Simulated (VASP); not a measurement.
**Si5N: single point with PBE**

The system is Si5N.

```
Si N
1.0
     5.71573    0.00000    0.00000
    -2.85787    4.94997    0.00000
     0.00000    0.00000    2.89296
Si N
5 1
Direct
  0.66667 0.33333 0.00000
  0.33333 0.66667 0.00000
  0.00000 0.27751 0.50000
  0.72249 0.72249 0.50000
  0.27751 0.00000 0.50000
  0.00000 0.00000 0.00000
```

```yaml
Program: VASP 6.6.1
Task: single point
Functional: PBE
Potentials_or_basis: VASP PAW PBE potentials, release 64 (Si, N)
Cutoff: 520 eV
k_mesh: 6 × 6 × 4
Occupations: gaussian, width 0.1 eV
Spin: no spin polarisation
Dipole_correction: no
Further_INCAR_settings: ALGO = Normal; EDIFF = 1e-06; NBANDS = 22
```

The pressure is 0.0 GPa and the largest force is 0.005 eV/Å.

Forces in eV/Å, atoms in the order of the input:
```
Si   0.000  0.000  0.000
Si   0.000  0.000  0.000
Si  -0.003  0.004  0.000
Si  -0.003 -0.004  0.000
Si   0.005  0.000  0.000
N    0.000  0.000  0.000
```

Levels at points of the mesh, in eV from the Fermi level:
```csv
k point,band 9,band 10,band 11,band 12,band 13,band 14,band 15,band 16
"(0.00, 0.00, 0.00)",-1.73,-1.73,-1.14,2.61,3.00,3.48,3.48,5.15
"(0.50, 0.00, 0.00)",-3.92,-2.62,-0.83,1.27,1.79,2.68,3.71,3.73
"(0.00, 0.00, 0.50)",-4.84,-4.76,-3.05,-3.05,-2.40,-2.40,1.23,1.23
"(0.50, 0.00, 0.50)",-3.96,-2.98,-2.24,-1.29,-0.71,-0.02,0.06,1.26
```

Wall time 45 s on 1 thread of Intel(R) Xeon(R) Platinum 8375C CPU @ 2.90GHz (Ice Lake), on a shared host, peak memory 0.22 GiB.

Caveat: the k points lie up to 0.54 Å⁻¹ apart.
